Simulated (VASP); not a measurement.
A run of VASP 6.6.1 is set up as follows.

The input POSCAR:

```
MgB2
1.0
    3.0758396983      0.0000000000      0.0000000000
   -1.5379198491      2.6637553167      0.0000000000
    0.0000000000      0.0000000000      3.5177815068
Mg B
1 2
Direct
    0.0000000000      0.0000000000      0.0000000000
    0.3333333333      0.6666666667      0.5000000000
    0.6666666667      0.3333333333      0.5000000000
```

File INCAR.step1:

```
SYSTEM = MgB2
  PREC = Accurate
  ENCUT = 520
  ISMEAR = 0
  SIGMA = 0.05
  LREAL = .False.
  LASPH = .True.
  NELM = 60
  NBANDS = 11
  GGA = PE
  ALGO = Normal
  EDIFF = 1E-4
  LWAVE = .True.
  LCHARG = .False.
```

INCAR.step2

```
SYSTEM = MgB2
  PREC = Accurate
  ENCUT = 520
  EDIFF = 1E-7
  ISMEAR = 0
  SIGMA = 0.05
  LREAL = .False.
  LASPH = .True.
  NELM = 60
  ALGO = Normal
  ISIF = 2
  LWAVE = .False.
  LCHARG = .True.
  METAGGA = R2SCAN
  LMIXTAU = .True.
  LELF = .True.
  LVHAR = .True.
  NBANDS = 11
  ISTART = 1
```

File KPOINTS:

```
Automatic mesh
0
Gamma
  14 14 12
  0 0 0
```

Potentials or basis: VASP PAW PBE potentials, release 64 (Mg, B).

Run with:

```console
$ cat potpaw_PBE.64/Mg/POTCAR potpaw_PBE.64/B/POTCAR > POTCAR
$ cp INCAR.step1 INCAR
$ mpirun -np 1 vasp_std > vasp.out
$ cp INCAR.step2 INCAR
$ mpirun -np 1 vasp_std > vasp.out
```

Question: What does it give for the band gap on the k mesh?

Answer: Zero (band 4 reaches 6.78 eV, above the bottom of band 5 at 3.63 eV).

Question: What does it give for the pressure?

Answer: -1.4 GPa.

Stress tensor (GPa, compression positive):
```
-1.30  0.00  0.00
 0.00 -1.30  0.00
 0.00  0.00 -1.70
```

Caveat: the PAW data sets were made with another functional, which shifts forces and pressure a little.
